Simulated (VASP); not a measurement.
# Al4B3P (P-62m) in VASP: single point with PBE

Aim: the single point of Al4B3P with PBE.

Everything below comes from runs of VASP 6.6.1. Logs are shortened: lines on timing, memory, paths and dates and some standing lists are left out, and cuts for length are marked.

### Step 1. The cell of the first run

Symmetry: P-62m, No. 189, hexagonal system. Conventional cell: a = 4.565 Å, b = 4.565 Å, c = 5.930 Å, α = 90.00°, β = 90.00°, γ = 120.00°. Within 3.0 Å of Al (site symmetry 3) lie 3 B at 2.29 Å and 4 Al at 2.64 to 2.70 Å. Within 2.2 Å of B (site symmetry m2m) lie 2 B at 1.69 Å. P (site symmetry -62m) has 12 Al at 3.09 Å and 6 B at 3.12 Å within 4.1 Å.

### Step 2. Single point, PBE

Contents of INCAR:

```
SYSTEM = Al4B3P
  PREC = Accurate
  ENCUT = 500
  EDIFF = 1E-6
  ISMEAR = 0
  SIGMA = 0.2
  LREAL = .False.
  LASPH = .True.
  NELM = 120
  ALGO = Normal
  ISIF = 2
  LWAVE = .False.
  LCHARG = .False.
  GGA = PE
  NBANDS = 23
  GGA_COMPAT = .False.
```

Contents of KPOINTS:

```
Automatic mesh
0
Gamma
  4 4 3
  0 0 0
```

Contents of POSCAR:

```
Al4B3P
1.0
    4.5652806643      0.0000000000      0.0000000000
   -2.2826403322      3.9536490307      0.0000000000
    0.0000000000      0.0000000000      5.9299235725
Al B P
4 3 1
Direct
    0.3333333333      0.6666666667      0.2723067355
    0.3333333333      0.6666666667      0.7276932645
    0.6666666667      0.3333333333      0.7276932645
    0.6666666667      0.3333333333      0.2723067355
    0.7861479027      0.0000000000      0.5000000000
    0.0000000000      0.7861479027      0.5000000000
    0.2138520973      0.2138520973      0.5000000000
    0.0000000000      0.0000000000      0.0000000000
```

Potentials or basis: VASP PAW PBE potentials, release 64 (Al, B, P).

Command:

```bash
> cat potpaw_PBE.64/Al/POTCAR potpaw_PBE.64/B/POTCAR potpaw_PBE.64/P/POTCAR > POTCAR
> mpirun -np 1 vasp_std > vasp.out
```

OUTCAR:

```text
SYSTEM = Al4B3P
   PREC = Accurate
   ENCUT = 500
   EDIFF = 1E-6
   ISMEAR = 0
   LREAL = .False.
   LASPH = .True.
   NELM = 120
   ISIF = 2
   GGA = PE

 ion  position               nearest neighbor table
   1  0.333  0.667  0.272-   6 2.29   5 2.29   7 2.29   4 2.64   4 2.64   4 2.64   2 2.70   8 3.09
                             8 3.09   8 3.09   2 3.23
   2  0.333  0.667  0.728-   6 2.29   5 2.29   7 2.29   3 2.64   3 2.64   3 2.64   1 2.70   8 3.09
                             8 3.09   8 3.09   1 3.23
   3  0.667  0.333  0.728-   5 2.29   6 2.29   7 2.29   2 2.64   2 2.64   2 2.64   4 2.70   8 3.09
                             8 3.09   8 3.09   4 3.23
   4  0.667  0.333  0.272-   5 2.29   6 2.29   7 2.29   1 2.64   1 2.64   1 2.64   3 2.70   8 3.09
                             8 3.09   8 3.09   3 3.23
   5  0.786  0.000  0.500-   7 1.69   6 1.69   3 2.29   4 2.29   1 2.29   2 2.29
   6  0.000  0.786  0.500-   7 1.69   5 1.69   1 2.29   2 2.29   3 2.29   4 2.29
   7  0.214  0.214  0.500-   5 1.69   6 1.69   3 2.29   4 2.29   1 2.29   2 2.29
   8  0.000  0.000  0.000-   1 3.09   2 3.09   3 3.09   4 3.09   3 3.09   4 3.09   1 3.09   2 3.09
                             3 3.09   4 3.09   1 3.09   2 3.09

  LATTYP: Found a hexagonal cell.
 ALAT       =     4.5652806643
 C/A-ratio  =     1.2989176370

  Lattice vectors:

 A1 = (   4.5652806643,   0.0000000000,   0.0000000000)
 A2 = (  -2.2826403322,   3.9536490307,   0.0000000000)
 A3 = (   0.0000000000,   0.0000000000,   5.9299235725)

Analysis of symmetry for initial positions (statically):
=====================================================================
 Subroutine PRICEL returns:
 Original cell was already a primitive cell.

 Routine SETGRP: Setting up the symmetry group for a
 hexagonal supercell.

 Subroutine GETGRP returns: Found 12 space group operations
 (whereof 12 operations were pure point group operations)
 out of a pool of 24 trial point group operations.

The static configuration has the point symmetry D_3h.

Analysis of symmetry for dynamics (positions and initial velocities):
=====================================================================
 Subroutine PRICEL returns:
 Original cell was already a primitive cell.

 Routine SETGRP: Setting up the symmetry group for a
 hexagonal supercell.

 Subroutine GETGRP returns: Found 12 space group operations
 (whereof 12 operations were pure point group operations)
 out of a pool of 24 trial point group operations.

[... 100 lines left out ...]
   NFREE  =      0    steps in history (QN), initial steepest desc. (CG)
   ISIF   =      2    stress and relaxation
   ISYM   =      2    0-nonsym 1-usesym 2-fastsym
   POTIM  = 0.5000    time-step for ionic-motion
   TEBEG  =    0.0;   TEEND  =   0.0 temperature during run
   PSTRESS=    0.0 pullay stress
   NELECT =      26.0000    total number of electrons
   NUPDOWN=      -1.0000    fix difference up-down
   EMIN   =  10.00;   EMAX   =-10.00  energy-range for DOS
   EFERMI =   0.00;   METHOD = LEGACY
   ISMEAR =     0;   SIGMA  =   0.20  broadening in eV -4-tet -1-fermi 0-gaus
   EFERMI_NEDOS =   21; number of points for ismear=-14 and -15
   IALGO  =     38    algorithm
   IMIX   =      4    mixing-type and parameters
     AMIX     =   0.40;   BMIX     =  1.00
     AMIX_MAG =   1.60;   BMIX_MAG =  1.00
  volume/ion in A,a.u.               =      13.38        90.29
  Fermi-wavevector in a.u.,A,eV,Ry     =   1.021475  1.930308 14.196469  1.043411
  Thomas-Fermi vector in A             =   2.155102
   LORBIT       =      0    0 simple, 1 ext, 2 COOP (PROOUT), +10 PAW based schemes
   GGA     = PE    functional components
   LHFCALC =     F    Hartree Fock is set to
   AEXX    =    0.0000 exact exchange contribution
   IVDW    =     0    specifies the selected vdW correction
   LEPSILON=     F    determine dielectric tensor
   LRPA    =     F    only Hartree local field effects (RPA)
 non-spin polarized calculation
 Gauss-broadening in eV      SIGMA  =   0.20
  energy-cutoff  :      500.00
  volume of cell :      107.03
 maximum number of plane-waves:      2740
 NGX is ok and might be reduce to    36
   NGX = 17   NGY = 17   NGZ = 21

 number of electron      25.9999999 magnetization

 Free energy of the ion-electron system (eV)
  ---------------------------------------------------
  ext. energy  EPLUGINS =         0.00000000
  ---------------------------------------------------
  free energy    TOTEN  =       -36.70634643 eV

  energy without entropy =      -36.67952775  energy(sigma->0) =      -36.69293709

 E-fermi :   7.1739     XC(G=0): -10.5013

 val. band max:        7.0820311198   @ k =   0.5000   0.0000   0.3333
 cond. band min:       7.3614509163   @ k =   0.2500   0.0000   0.0000
 fundamental gap:      0.2794197965
 Fermi energy:         7.1738544451

 k-point     1 :       0.0000    0.0000    0.0000
  band No.  band energies     occupation
      1      -5.7997      2.00000
      2      -2.8582      2.00000
      3      -0.6692      2.00000
      4       0.3654      2.00000
      5       2.4118      2.00000
      6       2.4118      2.00000
[... 197 lines left out ...]
     22      12.9144      0.00000
     23      13.4761      0.00000

------------------------ aborting loop because EDIFF is reached ----------------------------------------

  FORCE on cell =-STRESS in cart. coord.  units (eV):
  Direction    XX          YY          ZZ          XY          YZ          ZX
  --------------------------------------------------------------------------------------
  -------------------------------------------------------------------------------------
  Total        0.0125276      0.0125276     -0.5006019     -0.0000000      0.0000000      0.0000000
  in kB        0.1875267      0.1875267     -7.4935628     -0.0000000      0.0000000      0.0000000
  external PRESSURE =      -2.3728365 kB  Pullay stress =       0.0000000 kB

 VOLUME and BASIS-vectors are now :
 -----------------------------------------------------------------------------
  energy-cutoff  :      500.00
  volume of cell :      107.03
      direct lattice vectors                 reciprocal lattice vectors
     4.565280664  0.000000000  0.000000000     0.219044583  0.126465449  0.000000000
    -2.282640332  3.953649031  0.000000000     0.000000000  0.252930898  0.000000000
     0.000000000  0.000000000  5.929923572     0.000000000  0.000000000  0.168636238

 POSITION                                       TOTAL-FORCE (eV/Angst)
 -----------------------------------------------------------------------------------
     -0.00000      2.63577      1.61476         0.000000      0.000000      0.040008
     -0.00000      2.63577      4.31517         0.000000      0.000000     -0.040008
      2.28264      1.31788      4.31517        -0.000000      0.000000     -0.040008
      2.28264      1.31788      1.61476        -0.000000      0.000000      0.040008
      3.58899      0.00000      2.96496         0.044392     -0.000000      0.000000
     -1.79449      3.10815      2.96496        -0.022196      0.038445      0.000000
      0.48815      0.84550      2.96496        -0.022196     -0.038445      0.000000
      0.00000      0.00000      0.00000         0.000000     -0.000000      0.000000
 -----------------------------------------------------------------------------------
    total drift:                               -0.000000     -0.000000      0.000000

  FREE ENERGIE OF THE ION-ELECTRON SYSTEM (eV)
  ---------------------------------------------------
  free  energy   TOTEN  =       -36.7063464288 eV

  energy  without entropy=      -36.6795277455  energy(sigma->0) =      -36.69293709
```

OSZICAR:

```text
N       E                     dE             d eps       ncg     rms          rms(c)
DAV:   1     0.384586657178E+02    0.38459E+02   -0.99475E+03   368   0.916E+02
DAV:   2    -0.377335743199E+02   -0.76192E+02   -0.71866E+02   447   0.142E+02
DAV:   3    -0.417791389402E+02   -0.40456E+01   -0.39793E+01   480   0.299E+01
DAV:   4    -0.418287005707E+02   -0.49562E-01   -0.49542E-01   424   0.380E+00
DAV:   5    -0.418295124190E+02   -0.81185E-03   -0.81171E-03   466   0.514E-01    0.907E+00
DAV:   6    -0.365954590993E+02    0.52341E+01   -0.22854E+01   446   0.189E+01    0.340E+00
DAV:   7    -0.367290983040E+02   -0.13364E+00   -0.31380E+00   431   0.748E+00    0.207E+00
DAV:   8    -0.367142015555E+02    0.14897E-01   -0.10184E-01   431   0.157E+00    0.120E+00
DAV:   9    -0.367065980739E+02    0.76035E-02   -0.12427E-02   474   0.646E-01    0.176E-01
DAV:  10    -0.367063895095E+02    0.20856E-03   -0.20029E-03   454   0.244E-01    0.538E-02
DAV:  11    -0.367063484140E+02    0.41095E-04   -0.26951E-04   452   0.802E-02    0.290E-02
DAV:  12    -0.367063487378E+02   -0.32382E-06   -0.44158E-05   440   0.300E-02    0.115E-02
DAV:  13    -0.367063462448E+02    0.24930E-05   -0.10574E-05   431   0.156E-02    0.461E-03
DAV:  14    -0.367063464288E+02   -0.18392E-06   -0.11187E-06   311   0.541E-03
   1 F= -.36706346E+02 E0= -.36692937E+02  d E =-.268187E-01
```

Wall time 24 s (1 thread of Intel Xeon Platinum 8259CL at 2.50GHz (Skylake/Cascade Lake), shared host); peak memory 0.23 GiB.

What came out:

```
Free energy            : -36.7063 eV
Pressure               : -0.2 GPa
Largest force          : 0.044 eV/Å
Band gap on the k mesh : zero (band 13 reaches 8.21 eV, above the bottom of band 14 at 6.61 eV)
```

Forces in eV/Å, atoms in the order of the input:
```
Al   0.000  0.000  0.040
Al   0.000  0.000 -0.040
Al   0.000  0.000 -0.040
Al   0.000  0.000  0.040
B    0.044  0.000  0.000
B   -0.022  0.038  0.000
B   -0.022 -0.038  0.000
P    0.000  0.000  0.000
```

Caveat: the k points lie up to 0.40 Å⁻¹ apart.
